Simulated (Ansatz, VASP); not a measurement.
# Pb in VASP and in Ansatz

Contents of POSCAR:

```
Pb
1.0
    0.0000000000      2.4468043769      2.4468043769
    2.4468043769      0.0000000000      2.4468043769
    2.4468043769      2.4468043769      0.0000000000
Pb
1
Direct
    0.0000000000      0.0000000000      0.0000000000
```

The input INCAR.step1:

```
SYSTEM = Pb
ALGO     = Normal         ! electronic algorithm
EDIFF    = 1E-4           ! SCF threshold, eV
ENCUT    = 520            ! plane-wave cutoff, eV
GGA      = PE             ! functional
ISMEAR   = 0              ! smearing method
LASPH    = .True.         ! aspherical terms in the spheres
LCHARG   = .False.        ! write CHGCAR
LREAL    = .False.        ! projectors in reciprocal space
LWAVE    = .True.         ! write WAVECAR
NBANDS   = 13             ! bands
NELM     = 80             ! most SCF steps
PREC     = Accurate       ! precision mode
SIGMA    = 0.1            ! smearing width, eV
```

INCAR.step2

```
SYSTEM = Pb
ALGO     = Normal         ! electronic algorithm
EDIFF    = 1E-6           ! SCF threshold, eV
ENCUT    = 520            ! plane-wave cutoff, eV
ISIF     = 2              ! what is computed and relaxed
ISMEAR   = 0              ! smearing method
ISTART   = 1            
LASPH    = .True.         ! aspherical terms in the spheres
LCHARG   = .False.        ! write CHGCAR
LMIXTAU  = .True.       
LREAL    = .False.        ! projectors in reciprocal space
LWAVE    = .False.        ! write WAVECAR
METAGGA  = R2SCAN         ! meta-GGA
NBANDS   = 13             ! bands
NELM     = 80             ! most SCF steps
PREC     = Accurate       ! precision mode
SIGMA    = 0.1            ! smearing width, eV
```

Contents of KPOINTS:

```
k-points
0
Gamma
  14 14 14
  0 0 0
```

Input for Ansatz:

```yaml
crystal:
  lattice:
    - [0.0, 2.4468043769, 2.4468043769]
    - [2.4468043769, 0.0, 2.4468043769]
    - [2.4468043769, 2.4468043769, 0.0]
  atoms:
    - { symbol: Pb, position: [0.0, 0.0, 0.0] }
basis:
  ecutwfc: 500
kpoints:
  mp_grid: { grid: [14, 14, 14] }
hamiltonian:
  xc: r2scan
scf:
  occupations: { method: gaussian, width: 0.1 }
output:
  forces: true
  stress: true
  eigenvalues: true
```

Alike in both runs: task single point; functional r2SCAN; k mesh 14 × 14 × 14; occupations gaussian, width 0.1 eV; no spin polarisation.

|  | VASP | Ansatz |
| --- | --- | --- |
| version | VASP 6.6.1 | Ansatz 0.2.0 |
| potentials or method | VASP PAW PBE potentials, release 64 (Pb_d), cutoff 520 eV | scalar-relativistic, plane waves, PAW |
| valence electrons in the cell | 14 | 14 |

|  | VASP | Ansatz | Ansatz less VASP |
| --- | --- | --- | --- |
| gap on the k mesh at the Fermi level (eV) | none | none | - |
| pressure (GPa) | 3.2 | 3.2 | 0.00 |

VASP's potentials were made for PBE, not for r2SCAN. A gap of «none» marks a metal or a gap that the smearing closes.

Neither program's run includes spin-orbit coupling.
